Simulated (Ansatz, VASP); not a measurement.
**Hf in VASP and in Ansatz**

```
CELL_PARAMETERS angstrom
-1.77588 1.77588 1.86468
1.77588 -1.77588 1.86468
1.77588 1.77588 -1.86468
ATOMIC_POSITIONS crystal
Hf 0.00000 0.00000 0.00000
```

Alike in both runs: task single point; functional r2SCAN; k mesh 20 × 20 × 20; occupations gaussian, width 0.15 eV; no spin polarisation.

|  | VASP | Ansatz |
| --- | --- | --- |
| version | VASP 6.6.1 | Ansatz 0.2.0 |
| potentials or method | VASP PAW PBE potentials, release 64 (Hf_pv), cutoff 520 eV | scalar-relativistic, plane waves, PAW |
| valence electrons in the cell | 10 | 26 |

|  | VASP | Ansatz | Ansatz less VASP |
| --- | --- | --- | --- |
| gap on the k mesh at the Fermi level (eV) | none | none | - |
| pressure (GPa) | -5.7 | -5.3 | +0.46 |
| traceless stress, the component that is largest in VASP (GPa) | 2.03 | 1.93 | -0.096 |

VASP's potentials were made for PBE, not for r2SCAN. A gap of «none» marks a metal or a gap that the smearing closes. VASP's potentials hold 10 valence electrons a cell and Ansatz's 26, so a difference there can come from the potentials and not from the codes.

Neither program's run includes spin-orbit coupling.
